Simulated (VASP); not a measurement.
# HfC (Fm-3m) in VASP: notebook

Runs on HfC. Level: LDA. Tasks: electric field gradients.

Program: VASP 6.6.1. These are calculated values, not measurements. Logs are shortened: lines on timing, memory, paths and dates and some standing lists are left out, and cuts for length are marked.

## Step 1: The cell of the first run

The structure is cubic, space group Fm-3m (No. 225). The conventional cell has a = 4.681 Å, b = 4.681 Å, c = 4.681 Å, α = 90.00°, β = 90.00°, γ = 90.00°. Hf (site symmetry m-3m) has 6 C at 2.34 Å within 3.1 Å. Within 3.1 Å of C (site symmetry m-3m) lie 6 Hf at 2.34 Å.

## Step 2: Electric field gradients, LDA (volume scaled by 1.02)

INCAR

```
ALGO = Normal ; EDIFF = 1E-8
ENCUT = 520 ; GGA = CA
ISIF = 2 ; ISMEAR = -1
LASPH = T ; LCHARG = F
LEFG = T ; LREAL = F
LWAVE = F ; NBANDS = 14
NELM = 80 ; PREC = Accurate
SIGMA = 0.05
```

KPOINTS

```
k-points
0
Gamma
  12 12 12
```

POSCAR

```
HfC
1.0
    0.0000000000      2.3403977997      2.3403977997
    2.3403977997      0.0000000000      2.3403977997
    2.3403977997      2.3403977997      0.0000000000
Hf C
1 1
Direct
    0.5000000000      0.5000000000      0.5000000000
    0.0000000000      0.0000000000      0.0000000000
```

Potentials or basis: VASP PAW LDA potentials, release 64 (Hf_pv, C).

The run is started by

```bash
> cat potpaw_LDA.64/Hf_pv/POTCAR potpaw_LDA.64/C/POTCAR > POTCAR
> mpirun -np 1 vasp_std > vasp.out
```

OUTCAR:

```text
EDIFF = 1E-8
   ENCUT = 520
   GGA = CA
   ISIF = 2
   ISMEAR = -1
   LASPH = T
   LREAL = F
   NELM = 80
   PREC = Accurate

 ion  position               nearest neighbor table
   1  0.500  0.500  0.500-   2 2.34   2 2.34   2 2.34   2 2.34   2 2.34   2 2.34
   2  0.000  0.000  0.000-   1 2.34   1 2.34   1 2.34   1 2.34   1 2.34   1 2.34

  LATTYP: Found a face centered cubic cell.
 ALAT       =     4.6807955994

  Lattice vectors:

 A1 = (   0.0000000000,   2.3403977997,   2.3403977997)
 A2 = (   2.3403977997,   0.0000000000,   2.3403977997)
 A3 = (   2.3403977997,   2.3403977997,   0.0000000000)

Analysis of symmetry for initial positions (statically):
=====================================================================
 Subroutine PRICEL returns:
 Original cell was already a primitive cell.

 Routine SETGRP: Setting up the symmetry group for a
 face centered cubic supercell.

 Subroutine GETGRP returns: Found 48 space group operations
 (whereof 48 operations were pure point group operations)
 out of a pool of 48 trial point group operations.

The static configuration has the point symmetry O_h .

Analysis of symmetry for dynamics (positions and initial velocities):
=====================================================================
 Subroutine PRICEL returns:
 Original cell was already a primitive cell.

 Routine SETGRP: Setting up the symmetry group for a
 face centered cubic supercell.

 Subroutine GETGRP returns: Found 48 space group operations
 (whereof 48 operations were pure point group operations)
 out of a pool of 48 trial point group operations.

The dynamic configuration has the point symmetry O_h .

 Subroutine INISYM returns: Found 48 space group operations
 (whereof 48 operations are pure point group operations),
 and found     1 'primitive' translations

----------------------------------------------------------------------------------------

                                     Primitive cell

  volume of cell :      25.6389

  direct lattice vectors                    reciprocal lattice vectors
     0.000000000  2.340397800  2.340397800    -0.213638895  0.213638895  0.213638895
     2.340397800  0.000000000  2.340397800     0.213638895 -0.213638895  0.213638895
     2.340397800  2.340397800  0.000000000     0.213638895  0.213638895 -0.213638895

  length of vectors
     3.309822310  3.309822310  3.309822310     0.370033421  0.370033421  0.370033421

  position of ions in fractional coordinates (direct lattice)
     0.500000000  0.500000000  0.500000000
     0.000000000  0.000000000  0.000000000

  ion indices of the primitive-cell ions
   primitive index   ion index
                 1           1
                 2           2

----------------------------------------------------------------------------------------

 KPOINTS: k-points

Automatic generation of k-mesh.
 Grid dimensions read from file:
 generate k-points for:   12   12   12

 Generating k-lattice:

  Cartesian coordinates                     Fractional coordinates (reciprocal lattice)
    -0.017803241  0.017803241  0.017803241     0.083333333  0.000000000  0.000000000
     0.017803241 -0.017803241  0.017803241     0.000000000  0.083333333  0.000000000
     0.017803241  0.017803241 -0.017803241     0.000000000  0.000000000  0.083333333

  Length of vectors
     0.030836118  0.030836118  0.030836118

  Shift w.r.t. Gamma in fractional coordinates (k-lattice)
     0.000000000  0.000000000  0.000000000

 Subroutine IBZKPT returns following result:
 ===========================================

 Found     72 irreducible k-points:

 Following reciprocal coordinates:
            Coordinates               Weight
  0.000000  0.000000  0.000000      1.000000
  0.083333  0.000000  0.000000      8.000000
  0.166667  0.000000  0.000000      8.000000
  0.250000  0.000000  0.000000      8.000000
  0.333333  0.000000  0.000000      8.000000
  0.416667  0.000000  0.000000      8.000000
[... 16 lines left out ...]
  0.500000  0.166667  0.000000     24.000000
 -0.416667  0.166667  0.000000     24.000000
 [... further k-points ...]
   k-points           NKPTS =     72   k-points in BZ     NKDIM =     72   number of bands    NBANDS=     14
   number of dos      NEDOS =    301   number of ions     NIONS =      2
   total plane-waves  NPLWV =  21952
   dimension x,y,z NGX =    28 NGY =   28 NGZ =   28
   dimension x,y,z NGXF=    56 NGYF=   56 NGZF=   56
   ions per type =               1   1
   NGX,Y,Z   is equivalent  to a cutoff of  14.06, 14.06, 14.06 a.u.
   NGXF,Y,Z  is equivalent  to a cutoff of  28.13, 28.13, 28.13 a.u.
 SYSTEM =  unknown system
   PREC   = accura    normal or accurate (medium, high low for compatibility)
   ISTART =      0    job   : 0-new  1-cont  2-samecut
   ICHARG =      2    charge: 1-file 2-atom 10-const
   ISPIN  =      1    spin polarized calculation?
   LNONCOLLINEAR =      F non collinear calculations
   LSORBIT =      F    spin-orbit coupling
   LASPH  =      T    aspherical Exc in radial PAW
   ENCUT  =  520.0 eV  38.22 Ry    6.18 a.u.   6.15  6.15  6.15*2*pi/ulx,y,z
   NELM   =     80;   NELMIN=  2; NELMDL= -5     # of ELM steps
   EDIFF  = 0.1E-07   stopping-criterion for ELM
   LREAL  =      F    real-space projection
   EDIFFG = 0.1E-06   stopping-criterion for IOM
   NSW    =      0    number of steps for IOM
   IBRION =     -1    ionic relax: 0-MD 1-quasi-New 2-CG
   NFREE  =      0    steps in history (QN), initial steepest desc. (CG)
   ISIF   =      2    stress and relaxation
   ISYM   =      2    0-nonsym 1-usesym 2-fastsym
   POTIM  = 0.5000    time-step for ionic-motion
   TEBEG  =    0.0;   TEEND  =   0.0 temperature during run
   PSTRESS=    0.0 pullay stress
   NELECT =      14.0000    total number of electrons
   NUPDOWN=      -1.0000    fix difference up-down
   EMIN   =  10.00;   EMAX   =-10.00  energy-range for DOS
   EFERMI =   0.00;   METHOD = LEGACY
   ISMEAR =    -1;   SIGMA  =   0.05  broadening in eV -4-tet -1-fermi 0-gaus
   EFERMI_NEDOS =   21; number of points for ismear=-14 and -15
   IALGO  =     38    algorithm
   IMIX   =      4    mixing-type and parameters
     AMIX     =   0.40;   BMIX     =  1.00
     AMIX_MAG =   1.60;   BMIX_MAG =  1.00
  volume/ion in A,a.u.               =      12.82        86.51
  Fermi-wavevector in a.u.,A,eV,Ry     =   1.338087  2.528619 24.360932  1.790478
  Thomas-Fermi vector in A             =   2.466585
   LORBIT       =      0    0 simple, 1 ext, 2 COOP (PROOUT), +10 PAW based schemes
   GGA     = CA    functional components
   LHFCALC =     F    Hartree Fock is set to
   AEXX    =    0.0000 exact exchange contribution
   IVDW    =     0    specifies the selected vdW correction
   LEPSILON=     F    determine dielectric tensor
   LRPA    =     F    only Hartree local field effects (RPA)
 non-spin polarized calculation
  energy-cutoff  :      520.00
  volume of cell :       25.64
 maximum number of plane-waves:       702
 NGX is ok and might be reduce to    28
   NGX = 13   NGY = 13   NGZ = 13

 number of electron      14.0000001 magnetization

 Free energy of the ion-electron system (eV)
  ---------------------------------------------------
  ext. energy  EPLUGINS =         0.00000000
  ---------------------------------------------------
  free energy    TOTEN  =       -22.80928420 eV

  energy without entropy =      -22.80696059  energy(sigma->0) =      -22.80812239

 E-fermi :   5.7092     XC(G=0): -12.3924

 val. band max:        5.6237551404   @ k =   0.5000   0.5000   0.0000
 cond. band min:       5.7625800203   @ k =   0.4167   0.3333   0.0000
 fundamental gap:      0.1388248799
 Fermi energy:         5.7092420396

 k-point     1 :       0.0000    0.0000    0.0000
  band No.  band energies     occupation
      1     -23.8039      2.00000
      2     -23.8039      2.00000
      3     -23.8039      2.00000
      4      -6.3524      2.00000
      5       6.7071      0.00000
      6       6.7071      0.00000
      7       6.7071      0.00000
      8       6.9852      0.00000
      9       6.9852      0.00000
     10       6.9852      0.00000
     11       8.9520      0.00000
     12       8.9520      0.00000
     13      12.4075      0.00000
     14      16.6803      0.00000
[... 377 lines left out ...]
      1     -24.3812      2.00000
      2     -23.9873      2.00000
      3     -23.8940      2.00000
      4      -3.0282      2.00000
      5       0.3593      2.00000
      6       2.9672      2.00000
      7       3.0571      2.00000
      8       9.7757      0.00000
      9      10.5017      0.00000
     10      10.7313      0.00000
     11      14.1304      0.00000
     12      15.5277      0.00000
     13      16.2995      0.00000
     14      18.3911      0.00000

 [... further k-points ...]

------------------------ aborting loop because EDIFF is reached ----------------------------------------

  FORCE on cell =-STRESS in cart. coord.  units (eV):
  Direction    XX          YY          ZZ          XY          YZ          ZX
  --------------------------------------------------------------------------------------
  -------------------------------------------------------------------------------------
  Total       -2.5141701     -2.5141701     -2.5141701      0.0000000     -0.0000000     -0.0000000
  in kB     -157.1108560   -157.1108560   -157.1108560      0.0000000     -0.0000000     -0.0000000
  external PRESSURE =    -157.1108560 kB  Pullay stress =       0.0000000 kB

 VOLUME and BASIS-vectors are now :
 -----------------------------------------------------------------------------
  energy-cutoff  :      520.00
  volume of cell :       25.64
      direct lattice vectors                 reciprocal lattice vectors
     0.000000000  2.340397800  2.340397800    -0.213638895  0.213638895  0.213638895
     2.340397800  0.000000000  2.340397800     0.213638895 -0.213638895  0.213638895
     2.340397800  2.340397800  0.000000000     0.213638895  0.213638895 -0.213638895

 POSITION                                       TOTAL-FORCE (eV/Angst)
 -----------------------------------------------------------------------------------
      2.34040      2.34040      2.34040         0.000000     -0.000000     -0.000000
      0.00000      0.00000      0.00000         0.000000      0.000000      0.000000
 -----------------------------------------------------------------------------------
    total drift:                                0.000000      0.000000      0.000000

  FREE ENERGIE OF THE ION-ELECTRON SYSTEM (eV)
  ---------------------------------------------------
  free  energy   TOTEN  =       -22.8092841961 eV

  energy  without entropy=      -22.8069605892  energy(sigma->0) =      -22.80812239

 Electric field gradients (V/A^2)
---------------------------------------------------------------------
 ion       V_xx      V_yy      V_zz      V_xy      V_xz      V_yz
---------------------------------------------------------------------
   1      -0.000    -0.000     0.000    -0.000    -0.000    -0.000
   2      -0.000     0.000    -0.000    -0.000    -0.000    -0.000
---------------------------------------------------------------------

 Electric field gradients after diagonalization (V/A^2)
 (convention: |V_zz| > |V_xx| > |V_yy|)
----------------------------------------------------------------------
 ion       V_xx      V_yy      V_zz     asymmetry (V_yy - V_xx)/ V_zz
----------------------------------------------------------------------
   1       0.000     0.000    -0.000       0.000
   2       0.000     0.000    -0.000       0.000
----------------------------------------------------------------------

           NMR quadrupolar parameters

 Cq : quadrupolar parameter    Cq=e*Q*V_zz/h
 eta: asymmetry parameters     (V_yy - V_xx)/ V_zz
 Q  : nuclear electric quadrupole moment in mb (millibarn)
----------------------------------------------------------------------
 ion       Cq(MHz)       eta       Q (mb)
----------------------------------------------------------------------
   1      -0.000       0.000       1.000
   2      -0.000       0.000       1.000
----------------------------------------------------------------------
```

Run time: 13 s. Hardware: 1 thread of Intel Xeon 6975P-C (Granite Rapids), shared host; peak memory 0.16 GiB.

Results:

```
Free energy            : -22.8093 eV
Pressure               : -15.7 GPa
Band gap on the k mesh : zero (band 7 reaches 6.71 eV, above the bottom of band 8 at 5.29 eV)
```

Caveat: without QUAD_EFG the Cq values of the log hold for a quadrupole moment of 1 mb, not for the nuclei; spin-orbit coupling is left out, which moves the levels of the heavy elements.

## Step 3: Electric field gradients, LDA (volume scaled by 1.04)

INCAR

```
  PREC = Accurate
  ENCUT = 520
  EDIFF = 1E-8
  ISMEAR = -1
  SIGMA = 0.05
  LREAL = False
  LASPH = True
  NELM = 80
  ALGO = Normal
  ISIF = 2
  LWAVE = False
  LCHARG = False
  LEFG = True
  NBANDS = 14
```

KPOINTS

```
regular mesh
0
Gamma
  12 12 12
```

POSCAR

```
HfC
1.0
    0.0000000000      2.3555956139      2.3555956139
    2.3555956139      0.0000000000      2.3555956139
    2.3555956139      2.3555956139      0.0000000000
Hf C
1 1
Direct
    0.5000000000      0.5000000000      0.5000000000
    0.0000000000      0.0000000000      0.0000000000
```

Potentials or basis: VASP PAW LDA potentials, release 64 (Hf_pv, C).

The run is started by

```bash
> cat potpaw_LDA.64/Hf_pv/POTCAR potpaw_LDA.64/C/POTCAR > POTCAR
> mpirun -np 1 vasp_std > vasp.out
```

OUTCAR:

```text
PREC = Accurate
   ENCUT = 520
   EDIFF = 1E-8
   ISMEAR = -1
   LREAL = False
   LASPH = True
   NELM = 80
   ISIF = 2

 ion  position               nearest neighbor table
   1  0.500  0.500  0.500-   2 2.36   2 2.36   2 2.36   2 2.36   2 2.36   2 2.36
   2  0.000  0.000  0.000-   1 2.36   1 2.36   1 2.36   1 2.36   1 2.36   1 2.36

  LATTYP: Found a face centered cubic cell.
 ALAT       =     4.7111912278

  Lattice vectors:

 A1 = (   0.0000000000,   2.3555956139,   2.3555956139)
 A2 = (   2.3555956139,   0.0000000000,   2.3555956139)
 A3 = (   2.3555956139,   2.3555956139,   0.0000000000)

Analysis of symmetry for initial positions (statically):
=====================================================================
 Subroutine PRICEL returns:
 Original cell was already a primitive cell.

 Routine SETGRP: Setting up the symmetry group for a
 face centered cubic supercell.

 Subroutine GETGRP returns: Found 48 space group operations
 (whereof 48 operations were pure point group operations)
[... 596 lines left out ...]
     0.000000000  2.355595614  2.355595614    -0.212260541  0.212260541  0.212260541
     2.355595614  0.000000000  2.355595614     0.212260541 -0.212260541  0.212260541
     2.355595614  2.355595614  0.000000000     0.212260541  0.212260541 -0.212260541

 POSITION                                       TOTAL-FORCE (eV/Angst)
 -----------------------------------------------------------------------------------
      2.35560      2.35560      2.35560         0.000000      0.000000      0.000000
      0.00000      0.00000      0.00000        -0.000000     -0.000000     -0.000000
 -----------------------------------------------------------------------------------
    total drift:                                0.000000      0.000000      0.000000

  FREE ENERGIE OF THE ION-ELECTRON SYSTEM (eV)
  ---------------------------------------------------
  free  energy   TOTEN  =       -22.7541418934 eV

  energy  without entropy=      -22.7518548635  energy(sigma->0) =      -22.75299838

 Electric field gradients (V/A^2)
---------------------------------------------------------------------
 ion       V_xx      V_yy      V_zz      V_xy      V_xz      V_yz
---------------------------------------------------------------------
   1      -0.000     0.000     0.000    -0.000    -0.000    -0.000
   2      -0.000     0.000     0.000    -0.000    -0.000    -0.000
---------------------------------------------------------------------

 Electric field gradients after diagonalization (V/A^2)
 (convention: |V_zz| > |V_xx| > |V_yy|)
----------------------------------------------------------------------
 ion       V_xx      V_yy      V_zz     asymmetry (V_yy - V_xx)/ V_zz
----------------------------------------------------------------------
   1       0.000     0.000    -0.001       0.000
   2       0.000     0.000    -0.000       0.000
----------------------------------------------------------------------

           NMR quadrupolar parameters

 Cq : quadrupolar parameter    Cq=e*Q*V_zz/h
 eta: asymmetry parameters     (V_yy - V_xx)/ V_zz
 Q  : nuclear electric quadrupole moment in mb (millibarn)
----------------------------------------------------------------------
 ion       Cq(MHz)       eta       Q (mb)
----------------------------------------------------------------------
   1      -0.000       0.000       1.000
   2      -0.000       0.000       1.000
----------------------------------------------------------------------
```

OSZICAR:

```text
N       E                     dE             d eps       ncg     rms          rms(c)
DAV:   1     0.202047522382E+02    0.20205E+02   -0.76240E+03  2024   0.968E+02
DAV:   2    -0.244161087063E+02   -0.44621E+02   -0.41676E+02  2644   0.197E+02
DAV:   3    -0.259703183096E+02   -0.15542E+01   -0.15479E+01  2436   0.263E+01
DAV:   4    -0.259779898873E+02   -0.76716E-02   -0.76711E-02  2438   0.227E+00
DAV:   5    -0.259780426792E+02   -0.52792E-04   -0.52792E-04  2418   0.168E-01    0.541E+01
DAV:   6    -0.228976002037E+02    0.30804E+01   -0.12817E+01  2250   0.182E+01    0.392E+01
DAV:   7    -0.227841810088E+02    0.11342E+00   -0.66152E-01  2526   0.539E+00    0.250E+01
DAV:   8    -0.227653645961E+02    0.18816E-01   -0.13142E-01  2454   0.250E+00    0.752E+00
DAV:   9    -0.227545276121E+02    0.10837E-01   -0.36215E-02  2286   0.106E+00    0.219E+00
DAV:  10    -0.227541488360E+02    0.37878E-03   -0.18601E-03  2522   0.305E-01    0.599E-02
DAV:  11    -0.227541425231E+02    0.63129E-05   -0.10119E-04  2334   0.798E-02    0.544E-02
DAV:  12    -0.227541421791E+02    0.34401E-06   -0.23442E-06  2580   0.121E-02    0.258E-02
DAV:  13    -0.227541418860E+02    0.29311E-06   -0.69844E-07  2268   0.456E-03    0.193E-03
DAV:  14    -0.227541418934E+02   -0.73890E-08   -0.40616E-08  2460   0.149E-03
   1 F= -.22754142E+02 E0= -.22752998E+02  d E =-.228703E-02
```

Run time: 14 s. Hardware: 1 thread of Intel Xeon 6975P-C (Granite Rapids), shared host; peak memory 0.16 GiB.

What came out:

- Free energy: -22.7541 eV
- Pressure: -19.5 GPa
- Band gap on the k mesh: zero (band 7 reaches 6.55 eV, above the bottom of band 8 at 5.14 eV)

Caveat: without QUAD_EFG the Cq values of the log hold for a quadrupole moment of 1 mb, not for the nuclei; spin-orbit coupling is left out, which moves the levels of the heavy elements.

(Part 1 of 2 ends here.)
